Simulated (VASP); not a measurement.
# NaI (Fm-3m) in VASP: further runs

NaI is run at these levels: r2SCAN, HSE06, PBE-based screened hybrid with 20 % exact exchange, PBE-based screened hybrid with 100 % exact exchange, PBE-based global hybrid with 100 % exact exchange, PBE-based screened hybrid with 40 % exact exchange; tasks: single point.

Everything below comes from runs of VASP 6.6.1. Logs are shortened: lines on timing, memory, paths and dates and some standing lists are left out, and cuts for length are marked.

## Step 1: The cell of the first run

The structure is cubic, space group Fm-3m (No. 225). Conventional cell: a = 6.459 Å, b = 6.459 Å, c = 6.459 Å, α = 90.00°, β = 90.00°, γ = 90.00°. Within 4.2 Å of Na (site symmetry m-3m) lie 6 I at 3.23 Å. I (site symmetry m-3m) has 6 Na at 3.23 Å within 4.2 Å.

## Step 2: Single point, r2SCAN

POSCAR

```
NaI
1.0
    0.0000000000      3.2296282834      3.2296282834
    3.2296282834      0.0000000000      3.2296282834
    3.2296282834      3.2296282834      0.0000000000
Na I
1 1
Direct
    0.0000000000      0.0000000000      0.0000000000
    0.5000000000      0.5000000000      0.5000000000
```

INCAR.step1

```
PREC = Accurate
ENCUT = 520
ISMEAR = 0
SIGMA = 0.01
LREAL = F
LASPH = T
NELM = 100
NBANDS = 14
GGA = PE
ALGO = Normal
EDIFF = 1E-4
LWAVE = T
LCHARG = F
```

INCAR.step2

```
PREC = Accurate
ENCUT = 520
EDIFF = 1E-7
ISMEAR = 0
SIGMA = 0.01
LREAL = F
LASPH = T
NELM = 100
ALGO = Normal
ISIF = 2
LWAVE = F
LCHARG = F
METAGGA = R2SCAN
LMIXTAU = T
NBANDS = 14
ISTART = 1
```

KPOINTS

```
Automatic mesh
0
Gamma
  6 6 6
```

Potentials or basis: VASP PAW PBE potentials, release 64 (Na_pv, I).

Run with:

```bash
$ cat potpaw_PBE.64/Na_pv/POTCAR potpaw_PBE.64/I/POTCAR > POTCAR
$ cp INCAR.step1 INCAR
$ mpirun -np 1 vasp_std > vasp.out
$ cp INCAR.step2 INCAR
$ mpirun -np 1 vasp_std > vasp.out
```

OUTCAR:

```text
PREC = Accurate
   ENCUT = 520
   EDIFF = 1E-7
   ISMEAR = 0
   LREAL = F
   LASPH = T
   NELM = 100
   ISIF = 2
   METAGGA = R2SCAN
   ISTART = 1

 ion  position               nearest neighbor table
   1  0.000  0.000  0.000-
   2  0.500  0.500  0.500-

  LATTYP: Found a face centered cubic cell.
 ALAT       =     6.4592565668

  Lattice vectors:

 A1 = (   0.0000000000,   3.2296282834,   3.2296282834)
 A2 = (   3.2296282834,   0.0000000000,   3.2296282834)
 A3 = (   3.2296282834,   3.2296282834,   0.0000000000)

Analysis of symmetry for initial positions (statically):
=====================================================================
 Subroutine PRICEL returns:
 Original cell was already a primitive cell.

 Routine SETGRP: Setting up the symmetry group for a
 face centered cubic supercell.

 Subroutine GETGRP returns: Found 48 space group operations
 (whereof 48 operations were pure point group operations)
 out of a pool of 48 trial point group operations.

The static configuration has the point symmetry O_h .

Analysis of symmetry for dynamics (positions and initial velocities):
=====================================================================
 Subroutine PRICEL returns:
 Original cell was already a primitive cell.

 Routine SETGRP: Setting up the symmetry group for a
 face centered cubic supercell.

 Subroutine GETGRP returns: Found 48 space group operations
 (whereof 48 operations were pure point group operations)
 out of a pool of 48 trial point group operations.

The dynamic configuration has the point symmetry O_h .

 Subroutine INISYM returns: Found 48 space group operations
 (whereof 48 operations are pure point group operations),
 and found     1 'primitive' translations

----------------------------------------------------------------------------------------

                                     Primitive cell

  volume of cell :      67.3733

  direct lattice vectors                    reciprocal lattice vectors
     0.000000000  3.229628283  3.229628283    -0.154816578  0.154816578  0.154816578
     3.229628283  0.000000000  3.229628283     0.154816578 -0.154816578  0.154816578
     3.229628283  3.229628283  0.000000000     0.154816578  0.154816578 -0.154816578

  length of vectors
     4.567384120  4.567384120  4.567384120     0.268150179  0.268150179  0.268150179

[... 77 lines left out ...]
   ISIF   =      2    stress and relaxation
   ISYM   =      2    0-nonsym 1-usesym 2-fastsym
   POTIM  = 0.5000    time-step for ionic-motion
   TEBEG  =    0.0;   TEEND  =   0.0 temperature during run
   PSTRESS=    0.0 pullay stress
   NELECT =      14.0000    total number of electrons
   NUPDOWN=      -1.0000    fix difference up-down
   EMIN   =  10.00;   EMAX   =-10.00  energy-range for DOS
   EFERMI =   0.00;   METHOD = LEGACY
   ISMEAR =     0;   SIGMA  =   0.01  broadening in eV -4-tet -1-fermi 0-gaus
   EFERMI_NEDOS =   21; number of points for ismear=-14 and -15
   IALGO  =     38    algorithm
   IMIX   =      4    mixing-type and parameters
     AMIX     =   0.40;   BMIX     =  1.00
     AMIX_MAG =   1.60;   BMIX_MAG =  1.00
  volume/ion in A,a.u.               =      33.69       227.33
  Fermi-wavevector in a.u.,A,eV,Ry     =   0.969665  1.832401 12.792876  0.940250
  Thomas-Fermi vector in A             =   2.099736
   LORBIT       =      0    0 simple, 1 ext, 2 COOP (PROOUT), +10 PAW based schemes
   METAGGA = R2SCAN    functional components
   LHFCALC =     F    Hartree Fock is set to
   AEXX    =    0.0000 exact exchange contribution
   IVDW    =     0    specifies the selected vdW correction
   LEPSILON=     F    determine dielectric tensor
   LRPA    =     F    only Hartree local field effects (RPA)
 non-spin polarized calculation
 Gauss-broadening in eV      SIGMA  =   0.01
  energy-cutoff  :      520.00
  volume of cell :       67.37
 maximum number of plane-waves:      1837
 NGX is ok and might be reduce to    36
   NGX = 17   NGY = 17   NGZ = 17

 number of electron      13.9999994 magnetization

 Free energy of the ion-electron system (eV)
  ---------------------------------------------------
  ext. energy  EPLUGINS =         0.00000000
  ---------------------------------------------------
  free energy    TOTEN  =       -31.08576355 eV

  energy without entropy =      -31.08576355  energy(sigma->0) =      -31.08576355

 E-fermi :   0.6360     XC(G=0):  -8.0956

 val. band max:        0.5240291204   @ k =   0.0000   0.0000   0.0000
 cond. band min:       4.9821476143   @ k =   0.0000   0.0000   0.0000
 fundamental gap:      4.4581184939
 Fermi energy:         0.6360424995

 k-point     1 :       0.0000    0.0000    0.0000
  band No.  band energies     occupation
      1     -22.7206      2.00000
      2     -22.7203      2.00000
      3     -22.7203      2.00000
      4     -10.8382      2.00000
      5       0.5240      2.00000
      6       0.5240      2.00000
      7       0.5240      2.00000
      8       4.9821      0.00000
      9       8.9985      0.00000
     10       8.9986      0.00000
     11       8.9986      0.00000
     12      10.8606      0.00000
     13      10.8606      0.00000
     14      11.6465      0.00000
[... 241 lines left out ...]
      1     -22.7237      2.00000
      2     -22.7226      2.00000
      3     -22.7221      2.00000
      4     -10.4068      2.00000
      5      -1.1903      2.00000
      6      -0.6108      2.00000
      7      -0.3730      2.00000
      8       6.6274      0.00000
      9       7.5337      0.00000
     10       9.7744      0.00000
     11       9.9308      0.00000
     12      13.1525      0.00000
     13      13.9187      0.00000
     14      13.9621      0.00000

------------------------ aborting loop because EDIFF is reached ----------------------------------------

  FORCE on cell =-STRESS in cart. coord.  units (eV):
  Direction    XX          YY          ZZ          XY          YZ          ZX
  --------------------------------------------------------------------------------------
  -------------------------------------------------------------------------------------
  Total       -0.0320250     -0.0320250     -0.0320250     -0.0000000      0.0000000      0.0000000
  in kB       -0.7615738     -0.7615738     -0.7615738     -0.0000000      0.0000000      0.0000000
  external PRESSURE =      -0.7615738 kB  Pullay stress =       0.0000000 kB

 VOLUME and BASIS-vectors are now :
 -----------------------------------------------------------------------------
  energy-cutoff  :      520.00
  volume of cell :       67.37
      direct lattice vectors                 reciprocal lattice vectors
     0.000000000  3.229628283  3.229628283    -0.154816578  0.154816578  0.154816578
     3.229628283  0.000000000  3.229628283     0.154816578 -0.154816578  0.154816578
     3.229628283  3.229628283  0.000000000     0.154816578  0.154816578 -0.154816578

 POSITION                                       TOTAL-FORCE (eV/Angst)
 -----------------------------------------------------------------------------------
      0.00000      0.00000      0.00000        -0.000000     -0.000000     -0.000000
      3.22963      3.22963      3.22963         0.000000      0.000000      0.000000
 -----------------------------------------------------------------------------------
    total drift:                                0.000000      0.000000      0.000000

  FREE ENERGIE OF THE ION-ELECTRON SYSTEM (eV)
  ---------------------------------------------------
  free  energy   TOTEN  =       -31.0857635457 eV

  energy  without entropy=      -31.0857635457  energy(sigma->0) =      -31.08576355
```

OUTCAR.step1:

```text
PREC = Accurate
   ENCUT = 520
   ISMEAR = 0
   LREAL = F
   LASPH = T
[... 482 lines left out ...]
 -----------------------------------------------------------------------------------
      0.00000      0.00000      0.00000        -0.000000     -0.000000     -0.000000
      3.22963      3.22963      3.22963         0.000000      0.000000      0.000000
 -----------------------------------------------------------------------------------
    total drift:                                0.000000      0.000000      0.000000

  FREE ENERGIE OF THE ION-ELECTRON SYSTEM (eV)
  ---------------------------------------------------
  free  energy   TOTEN  =        -5.3836001828 eV

  energy  without entropy=       -5.3836001828  energy(sigma->0) =       -5.38360018
```

OSZICAR.step1:

```text
N       E                     dE             d eps       ncg     rms          rms(c)
DAV:   1     0.877355921559E+02    0.87736E+02   -0.65575E+03   448   0.897E+02
DAV:   2     0.155471602778E+01   -0.86181E+02   -0.81125E+02   492   0.228E+02
DAV:   3    -0.527741353589E+01   -0.68321E+01   -0.67826E+01   580   0.623E+01
DAV:   4    -0.544675445799E+01   -0.16934E+00   -0.16931E+00   562   0.988E+00
DAV:   5    -0.545050044611E+01   -0.37460E-02   -0.37460E-02   596   0.135E+00    0.162E+00
DAV:   6    -0.539009438489E+01    0.60406E-01   -0.69553E-02   526   0.153E+00    0.111E+00
DAV:   7    -0.538159193501E+01    0.85024E-02   -0.64053E-02   556   0.130E+00    0.612E-01
DAV:   8    -0.538363830071E+01   -0.20464E-02   -0.52716E-03   508   0.575E-01    0.182E-01
DAV:   9    -0.538360018282E+01    0.38118E-04   -0.21258E-04   544   0.127E-01
   1 F= -.53836002E+01 E0= -.53836002E+01  d E =-.551095E-55
```

It used 190 s of CPU time on 1 thread of AMD EPYC 7R13 Processor (Zen 3), with other jobs on the host.

What came out:

```yaml
Free_energy: -31.0858 eV
Pressure: -0.1 GPa
Band_gap_on_the_k_mesh: 4.46 eV
```

Levels at points of the mesh, in eV from the valence-band top:
```csv
k point,band 3,band 4,band 5,band 6,band 7,band 8,band 9,band 10,band 11,band 12
"(0.00, 0.00, 0.00)",-23.24,-11.36,0.00,0.00,0.00,4.46,8.47,8.47,8.47,10.34
"(0.50, 0.00, 0.00)",-23.24,-11.02,-2.21,-0.30,-0.30,5.70,8.08,8.08,9.83,11.08
"(0.50, 0.50, 0.00)",-23.25,-10.94,-1.96,-0.77,-0.77,5.23,6.01,10.77,12.19,12.33
```

Caveat: the PAW data sets were made with another functional, which shifts forces and pressure a little; spin-orbit coupling is left out, which moves the levels of the heavy elements. r2SCAN opens gaps a little over a GGA but as a rule still falls short of measured ones.

## Step 3: Single point, HSE06

POSCAR is that of step 2.

INCAR.step1

```
PREC = Accurate
ENCUT = 520
EDIFF = 1E-5
ISMEAR = 0
SIGMA = 0.01
LREAL = F
LASPH = T
NELM = 60
ALGO = Normal
ISIF = 2
LWAVE = T
LCHARG = F
NBANDS = 14
GGA = PE
```

INCAR.step2

```
PREC = Accurate
ENCUT = 520
EDIFF = 1E-6
ISMEAR = 0
SIGMA = 0.01
LREAL = F
LASPH = T
NELM = 60
ALGO = Normal
ISIF = 2
LWAVE = F
LCHARG = F
GGA = PE
LHFCALC = T
HFSCREEN = 0.2079
PRECFOCK = Normal
NBANDS = 14
ISTART = 1
```

KPOINTS

```
Automatic mesh
0
Gamma
  4 4 4
```

Potentials or basis: VASP PAW PBE potentials, release 64 (Na_pv, I).

Run with:

```bash
$ cat potpaw_PBE.64/Na_pv/POTCAR potpaw_PBE.64/I/POTCAR > POTCAR
$ cp INCAR.step1 INCAR
$ mpirun -np 1 vasp_std > vasp.out
$ cp INCAR.step2 INCAR
$ mpirun -np 1 vasp_std > vasp.out
```

It used 890 s of CPU time on 1 thread of AMD EPYC 7R13 Processor (Zen 3) (shared host).

The run converged. Its results:

```yaml
Free_energy: -6.2553 eV
Pressure: 0.3 GPa
Band_gap_on_the_k_mesh: 4.67 eV
```

Levels at points of the mesh, in eV from the valence-band top:
```tsv
k point	band 4	band 5	band 6	band 7	band 8	band 9	band 10	band 11
(0.00, 0.00, 0.00)	-11.98	0.00	0.00	0.00	4.67	9.01	9.01	9.01
(0.50, 0.00, 0.00)	-11.62	-2.35	-0.31	-0.31	6.07	8.54	8.54	10.08
(0.50, 0.50, 0.00)	-11.52	-2.07	-0.81	-0.81	5.53	6.50	11.13	12.65
```

Caveat: the k points lie up to 0.42 Å⁻¹ apart; the PAW data sets were made with another functional, which shifts forces and pressure a little; spin-orbit coupling is left out, which moves the levels of the heavy elements.

## Step 4: Single point, PBE-based screened hybrid with 20 % exact exchange

POSCAR is that of step 3.

INCAR.step1

```
PREC     = Accurate       # precision mode
ENCUT    = 520            # plane-wave cutoff, eV
EDIFF    = 1E-5           # SCF threshold, eV
ISMEAR   = 0              # smearing method
SIGMA    = 0.01           # smearing width, eV
LREAL    = False          # projectors in reciprocal space
LASPH    = True           # aspherical terms in the spheres
NELM     = 80             # most SCF steps
ALGO     = Normal         # electronic algorithm
ISIF     = 2              # what is computed and relaxed
LWAVE    = True           # write WAVECAR
LCHARG   = False          # write CHGCAR
GGA      = PE             # functional
NBANDS   = 14             # bands
```

INCAR.step2

```
PREC     = Accurate       # precision mode
ENCUT    = 520            # plane-wave cutoff, eV
EDIFF    = 1E-6           # SCF threshold, eV
ISMEAR   = 0              # smearing method
SIGMA    = 0.01           # smearing width, eV
LREAL    = False          # projectors in reciprocal space
LASPH    = True           # aspherical terms in the spheres
NELM     = 80             # most SCF steps
ALGO     = Normal         # electronic algorithm
ISIF     = 2              # what is computed and relaxed
LWAVE    = False          # write WAVECAR
LCHARG   = False          # write CHGCAR
GGA      = PE             # functional
LHFCALC  = True           # exact exchange
AEXX     = 0.2            # exact-exchange fraction
HFSCREEN = 0.5            # screening, 1/A
PRECFOCK = Normal       
ISTART   = 1            
NBANDS   = 14             # bands
```

KPOINTS is that of step 3.

Run with:

```bash
$ cat potpaw_PBE.64/Na_pv/POTCAR potpaw_PBE.64/I/POTCAR > POTCAR
$ cp INCAR.step1 INCAR
$ mpirun -np 1 vasp_std > vasp.out
$ cp INCAR.step2 INCAR
$ mpirun -np 1 vasp_std > vasp.out
```

Wall time 13 min (1 thread of AMD EPYC 7R13 (Zen 3), shared host); peak memory 0.28 GiB.

It converged, with:

* Free energy: -5.7325 eV
* Pressure: 0.4 GPa
* Band gap on the k mesh: 4.05 eV

Levels at points of the mesh, in eV from the valence-band top:
| k point | band 3 | band 4 | band 5 | band 6 | band 7 | band 8 | band 9 | band 10 | band 11 | band 12 |
| --- | --- | --- | --- | --- | --- | --- | --- | --- | --- | --- |
| (0.00, 0.00, 0.00) | -24.11 | -11.57 | 0.00 | 0.00 | 0.00 | 4.05 | 8.33 | 8.33 | 8.33 | 10.21 |
| (0.50, 0.00, 0.00) | -24.12 | -11.24 | -2.24 | -0.29 | -0.29 | 5.46 | 7.86 | 7.86 | 9.29 | 10.78 |
| (0.50, 0.50, 0.00) | -24.12 | -11.15 | -1.96 | -0.77 | -0.77 | 4.89 | 5.89 | 10.39 | 11.87 | 11.87 |

Caveat: the k points lie up to 0.42 Å⁻¹ apart; the PAW data sets were made with another functional, which shifts forces and pressure a little; spin-orbit coupling is left out, which moves the levels of the heavy elements.

## Step 5: Single point, PBE-based screened hybrid with 100 % exact exchange

POSCAR is that of step 4.

INCAR.step1

```
SYSTEM = NaI
PREC     = Accurate       ! precision mode
ENCUT    = 520            ! plane-wave cutoff, eV
EDIFF    = 1E-5           ! SCF threshold, eV
ISMEAR   = 0              ! smearing method
SIGMA    = 0.01           ! smearing width, eV
LREAL    = .FALSE.        ! projectors in reciprocal space
LASPH    = .TRUE.         ! aspherical terms in the spheres
NELM     = 60             ! most SCF steps
ALGO     = Normal         ! electronic algorithm
ISIF     = 2              ! what is computed and relaxed
LWAVE    = .TRUE.         ! write WAVECAR
GGA      = PE             ! functional
NBANDS   = 14             ! bands
```

INCAR.step2

```
SYSTEM = NaI
PREC     = Accurate       ! precision mode
ENCUT    = 520            ! plane-wave cutoff, eV
EDIFF    = 1E-6           ! SCF threshold, eV
ISMEAR   = 0              ! smearing method
SIGMA    = 0.01           ! smearing width, eV
LREAL    = .FALSE.        ! projectors in reciprocal space
LASPH    = .TRUE.         ! aspherical terms in the spheres
NELM     = 60             ! most SCF steps
ALGO     = Normal         ! electronic algorithm
ISIF     = 2              ! what is computed and relaxed
LWAVE    = .FALSE.        ! write WAVECAR
LCHARG   = .TRUE.         ! write CHGCAR
GGA      = PE             ! functional
LHFCALC  = .TRUE.         ! exact exchange
AEXX     = 1.0            ! exact-exchange fraction
HFSCREEN = 0.5            ! screening, 1/A
PRECFOCK = Normal       
LELF     = .TRUE.         ! ELF
LVHAR    = .TRUE.       
ISTART   = 1            
NBANDS   = 14             ! bands
ALDAC    = 1.0          
AGGAC    = 1.0
```

KPOINTS

```
Automatic mesh
0
G
  4 4 4
  0 0 0
```

Potentials or basis: VASP PAW PBE potentials, release 64 (Na_pv, I).

Run with:

```bash
$ cat potpaw_PBE.64/Na_pv/POTCAR potpaw_PBE.64/I/POTCAR > POTCAR
$ cp INCAR.step1 INCAR
$ mpirun -np 1 vasp_std > vasp.out
$ cp INCAR.step2 INCAR
$ mpirun -np 1 vasp_std > vasp.out
```

OUTCAR:

```text
SYSTEM = NaI
   PREC = Accurate
   ENCUT = 520
   EDIFF = 1E-6
   ISMEAR = 0
   LREAL = .FALSE.
   LASPH = .TRUE.
   NELM = 60
   ISIF = 2
   GGA = PE
   LHFCALC = .TRUE.
   AEXX = 1.0
   HFSCREEN = 0.5
   PRECFOCK = Normal
   ISTART = 1

 ion  position               nearest neighbor table
   1  0.000  0.000  0.000-
   2  0.500  0.500  0.500-

  LATTYP: Found a face centered cubic cell.
 ALAT       =     6.4592565668

  Lattice vectors:
[... 311 lines left out ...]
     13      13.9382      0.00000
     14      14.7489      0.00000

------------------------ aborting loop because EDIFF is reached ----------------------------------------

  FORCE on cell =-STRESS in cart. coord.  units (eV):
  Direction    XX          YY          ZZ          XY          YZ          ZX
  --------------------------------------------------------------------------------------
  -------------------------------------------------------------------------------------
  Total       -0.0964047     -0.0964047     -0.0964047      0.0000000      0.0000000     -0.0000000
  in kB       -2.2925631     -2.2925631     -2.2925631      0.0000000      0.0000000     -0.0000000
  external PRESSURE =      -2.2925631 kB  Pullay stress =       0.0000000 kB

 VOLUME and BASIS-vectors are now :
 -----------------------------------------------------------------------------
  energy-cutoff  :      520.00
  volume of cell :       67.37
      direct lattice vectors                 reciprocal lattice vectors
     0.000000000  3.229628283  3.229628283    -0.154816578  0.154816578  0.154816578
     3.229628283  0.000000000  3.229628283     0.154816578 -0.154816578  0.154816578
     3.229628283  3.229628283  0.000000000     0.154816578  0.154816578 -0.154816578

 POSITION                                       TOTAL-FORCE (eV/Angst)
 -----------------------------------------------------------------------------------
      0.00000      0.00000      0.00000         0.000000      0.000000      0.000000
      3.22963      3.22963      3.22963        -0.000000     -0.000000     -0.000000
 -----------------------------------------------------------------------------------
    total drift:                                0.000007      0.000008      0.000008

  FREE ENERGIE OF THE ION-ELECTRON SYSTEM (eV)
  ---------------------------------------------------
  free  energy   TOTEN  =        -7.4728856970 eV

  energy  without entropy=       -7.4728856970  energy(sigma->0) =       -7.47288570
```

OUTCAR.step1:

```text
SYSTEM = NaI
   PREC = Accurate
   ENCUT = 520
   EDIFF = 1E-5
   ISMEAR = 0
   LREAL = .FALSE.
   LASPH = .TRUE.
[... 339 lines left out ...]
      0.00000      0.00000      0.00000         0.000000      0.000000      0.000000
      3.22963      3.22963      3.22963         0.000000     -0.000000     -0.000000
 -----------------------------------------------------------------------------------
    total drift:                                0.000000      0.000000      0.000000

  FREE ENERGIE OF THE ION-ELECTRON SYSTEM (eV)
  ---------------------------------------------------
  free  energy   TOTEN  =        -5.3779358134 eV

  energy  without entropy=       -5.3779358134  energy(sigma->0) =       -5.37793581
```

Run time: 12 min. Hardware: 1 thread of AMD EPYC 7R13 (Zen 3), shared host; peak memory 0.28 GiB.

What came out:

```yaml
Free_energy: -7.4729 eV
Pressure: -0.2 GPa
Band_gap_on_the_k_mesh: 5.69 eV
```

Caveat: the k points lie up to 0.42 Å⁻¹ apart; the PAW data sets were made with another functional, which shifts forces and pressure a little; spin-orbit coupling is left out, which moves the levels of the heavy elements.

[end of part 1 of 2]
